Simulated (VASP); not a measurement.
Crystal: Mg2ZnO3.

```xyz
6
Lattice="3.0330 0.0000 0.0000 -1.5165 2.6267 0.0000 0.0000 0.0000 7.4033" Properties=species:S:1:pos:R:3 pbc="T T T"
Mg    0.0000    1.7511    4.9291
Mg    1.5165    0.8756    2.4742
Zn    0.0000    0.0000    0.0000
O     0.0000    1.7511    1.2780
O     1.5165    0.8756    6.1254
O     0.0000    0.0000    3.7017
```

```yaml
Program: VASP 6.6.1
Task: relaxation of cell and atoms
Functional: PBEsol
Potentials_or_basis: VASP PAW PBE potentials, release 64 (Mg, Zn, O)
Cutoff: 600 eV
k_mesh: 9 × 9 × 4
Occupations: methfessel-paxton, width 0.02 eV
Spin: no spin polarisation
```

At the start: pressure -6.0 GPa; volume 9.83 Å³/atom.

Question: How do energy, volume and symmetry change on relaxing?

Answer: Over 6 steps the energy falls by 7.3 meV/atom and the volume is 9.46 Å³/atom (-3.8 %); space group P-3m1 (No. 164, to 0.1 Å) before and after.

Step by step:
```csv
step,energy change (eV),largest force (eV/Å),pressure (GPa),volume (Å³)
1,0.0000,0.1018,-6.04,58.98
2,-0.0365,0.0288,2.71,55.87
3,-0.0439,0.0177,0.00,56.74
4,-0.0439,0.0180,0.11,56.70
5,-0.0440,0.0104,0.01,56.75
6,-0.0440,0.0084,-0.08,56.76
```

Final structure:
```cif
data_structure
_symmetry_space_group_name_H-M 'P 1'
_symmetry_Int_Tables_number 1
_cell_length_a 2.9951
_cell_length_b 2.9951
_cell_length_c 7.3059
_cell_angle_alpha 90.000
_cell_angle_beta 90.000
_cell_angle_gamma 120.000
_cell_volume 56.76
loop_
_atom_site_label
_atom_site_type_symbol
_atom_site_fract_x
_atom_site_fract_y
_atom_site_fract_z
_atom_site_occupancy
Mg1 Mg 0.33333 0.66667 0.66600 1
Mg2 Mg 0.66667 0.33333 0.33400 1
Zn1 Zn 0.00000 0.00000 0.00000 1
O1 O 0.33333 0.66667 0.17206 1
O2 O 0.66667 0.33333 0.82794 1
O3 O 0.00000 0.00000 0.50000 1
```

Caveat: the PAW data sets were made with another functional, which shifts forces and pressure a little.
